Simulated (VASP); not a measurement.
**Na: single point with PBE0**

The system is Na.

```
CELL_PARAMETERS angstrom
3.76700 0.00000 0.00000
-1.88350 3.26232 0.00000
0.00000 0.00000 6.15400
ATOMIC_POSITIONS crystal
Na 0.66667 0.33333 0.75000
Na 0.33333 0.66667 0.25000
```

This isn't the form of Na at room conditions, which is bcc.

```yaml
Program: VASP 6.6.1
Task: single point
Functional: PBE0
Potentials_or_basis: VASP PAW PBE potentials, release 64 (Na_pv)
Cutoff: 520 eV
k_mesh: 5 × 5 × 3
Occupations: fermi-dirac, width 0.05 eV
Spin: no spin polarisation
Dipole_correction: no
Grid_for_exact_exchange_PRECFOCK: Normal
Further_INCAR_settings: ALGO = Normal; EDIFF = 1e-07; NBANDS = 14
Share_of_exact_exchange: 0.25
```

* Pressure: -0.1 GPa
* Band gap on the k mesh: zero (bands 7 and 8 overlap by 3.52 eV)

Stress tensor (GPa, compression positive):
```
-0.16  0.00  0.00
 0.00 -0.16  0.00
 0.00  0.00 -0.05
```

Levels at points of the mesh, in eV from the Fermi level:
```csv
k point,band 5,band 6,band 7,band 8,band 9,band 10
"(0.00, 0.00, 0.00)",-28.65,-28.65,-4.59,0.59,1.10,10.49
```

It took 3.4 min on 1 thread of Intel(R) Xeon(R) 6975P-C (Granite Rapids) (shared host), peak memory 0.19 GiB.

Caveat: the k points lie up to 0.39 Å⁻¹ apart, too coarse for converged energies and pressures of a metal; the PAW data sets were made with another functional, which shifts forces and pressure a little.
